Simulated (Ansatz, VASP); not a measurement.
Two plane-wave programs on Hf

INCAR

```
SYSTEM = Hf
PREC = Accurate ; ENCUT = 520
EDIFF = 1E-6 ; ISMEAR = 0
SIGMA = 0.15 ; LREAL = .FALSE.
LASPH = .TRUE. ; NELM = 100
ALGO = Fast ; ISIF = 2
LWAVE = .FALSE. ; LCHARG = .FALSE.
GGA = PE ; NBANDS = 11
```

File KPOINTS:

```
regular mesh
0
G
  18 18 18
  0 0 0
```

POSCAR

```
Hf
1.0
   -1.8591500000      1.8591500000      1.7508500000
    1.8591500000     -1.8591500000      1.7508500000
    1.8591500000      1.8591500000     -1.7508500000
Hf
1
Direct
    0.0000000000      0.0000000000      0.0000000000
```

Input for Ansatz:

```yaml
crystal:
  lattice:
    - [-1.85915, 1.85915, 1.75085]
    - [1.85915, -1.85915, 1.75085]
    - [1.85915, 1.85915, -1.75085]
  atoms:
    - { symbol: Hf, position: [0.0, 0.0, 0.0] }
basis:
  ecutwfc: 420
kpoints:
  mp_grid: { grid: [18, 18, 18] }
hamiltonian:
  xc: pbe
scf:
  occupations: { method: gaussian, width: 0.15 }
output:
  forces: true
  stress: true
  eigenvalues: true
```

Change from the starting cell: strain +0.030 along x and y, -0.030 along z, atoms carried along.

Alike in both runs: task single point; functional PBE; k mesh 18 × 18 × 18; occupations gaussian, width 0.15 eV; no spin polarisation.

|  | VASP | Ansatz |
| --- | --- | --- |
| version | VASP 6.6.1 | Ansatz 0.2.0 |
| potentials or method | VASP PAW PBE potentials, release 64 (Hf_pv), cutoff 520 eV | scalar-relativistic, plane waves, PAW |
| valence electrons in the cell | 10 | 26 |

Ansatz gave:

```
gap on the k mesh at the Fermi level (eV)                     : none
pressure (GPa)                                                : -7.0
traceless stress, the component that is largest in VASP (GPa) : -2.17
```

Task: Estimate VASP's values.

Result: gap on the k mesh at the Fermi level (eV): none; pressure (GPa): -7.4; traceless stress, the component that is largest in VASP (GPa): -2.20.

A gap of «none» marks a metal or a gap that the smearing closes. With one functional, cell and mesh, what is left measures potentials, basis and numerics. VASP's potentials hold 10 valence electrons a cell and Ansatz's 26, so a difference there can come from the potentials and not from the codes.

Spin-orbit coupling is off throughout.
